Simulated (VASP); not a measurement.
Be4Mo: single point with PBE

The system is Be4Mo.

```
CELL_PARAMETERS angstrom
4.11441 0.00000 0.00000
-2.05720 3.56318 0.00000
0.00000 0.00000 4.43476
ATOMIC_POSITIONS crystal
Be 0.50000 0.00000 0.76398
Be 0.00000 0.50000 0.76398
Be 0.50000 0.50000 0.76398
Be 0.00000 0.00000 0.92174
Mo 0.00000 0.00000 0.43749
```

The cell was generated, and may not be a known phase.

| Quantity | Value |
| --- | --- |
| Program | VASP 6.6.1 |
| Task | single point |
| Functional | PBE |
| Potentials or basis | VASP PAW PBE potentials, release 64 (Be, Mo_sv) |
| Cutoff | 520 eV |
| k mesh | 6 × 6 × 4 |
| Occupations | gaussian, width 0.1 eV |
| Spin | no spin polarisation |
| Dipole correction | no |
| Further INCAR settings | ALGO = Normal; EDIFF = 1e-06; NBANDS = 19 |

```
Pressure               : 0.2 GPa
Largest force          : 0.023 eV/Å
Band gap on the k mesh : zero (bands 11 and 12 overlap by 1.31 eV)
```

Forces on the atoms (eV/Å):
```
Be   0.000  0.000 -0.009
Be   0.000  0.000 -0.009
Be   0.000  0.000 -0.009
Be   0.000  0.000  0.023
Mo   0.000  0.000  0.003
```

Stress tensor (GPa, compression positive):
```
0.24 0.00 0.00
0.00 0.24 0.00
0.00 0.00 0.08
```

Levels at points of the mesh, in eV from the Fermi level:
```
           k point  band 9  band 10  band 11  band 12  band 13  band 14
(0.00, 0.00, 0.00)   -1.70    -0.89    -0.89    -0.01     1.00     1.00
(0.50, 0.00, 0.00)   -1.42    -0.05     0.27     0.43     0.86     1.62
(0.00, 0.00, 0.50)   -2.05    -1.58    -0.80    -0.80     3.50     3.50
(0.50, 0.00, 0.50)   -2.28    -1.43    -0.45     0.35     1.13     1.34
```

Wall time 17 s on 1 thread of AMD EPYC 9R45 96-Core Processor (Zen 5), with other jobs on the host, peak memory 0.16 GiB.
